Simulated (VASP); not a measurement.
A run of VASP 6.6.1:

INCAR

```
SYSTEM = Rb
PREC     = Accurate       ! precision mode
ENCUT    = 520            ! plane-wave cutoff, eV
EDIFF    = 1E-6           ! SCF threshold, eV
ISMEAR   = -1             ! smearing method
SIGMA    = 0.05           ! smearing width, eV
LREAL    = .False.        ! projectors in reciprocal space
LASPH    = .True.         ! aspherical terms in the spheres
NELM     = 80             ! most SCF steps
ALGO     = Normal         ! electronic algorithm
ISIF     = 2              ! what is computed and relaxed
LWAVE    = .False.        ! write WAVECAR
LCHARG   = .False.        ! write CHGCAR
GGA      = PS             ! functional
NBANDS   = 10             ! bands
```

File KPOINTS:

```
Automatic mesh
0
Gamma
  7 7 7
  0 0 0
```

The input POSCAR:

```
Rb
1.0
   -2.2866874834      2.2866874834      2.2866874834
    2.2866874834     -2.2866874834      2.2866874834
    2.2866874834      2.2866874834     -2.2866874834
Rb
1
Direct
    0.0000000000      0.0000000000      0.0000000000
```

Potentials or basis: VASP PAW PBE potentials, release 64 (Rb_sv).

Command:

```console
$ cat potpaw_PBE.64/Rb_sv/POTCAR > POTCAR
$ mpirun -np 1 vasp_std > vasp.out
```

Hardware: 1 thread of AMD EPYC 7R13, on a shared host.

Task: How long does it take, and how much memory?

Result: It took 19 s on 1 thread of AMD EPYC 7R13 (shared host), peak memory 0.13 GiB. Counts: scf iterations 10, k points 20.
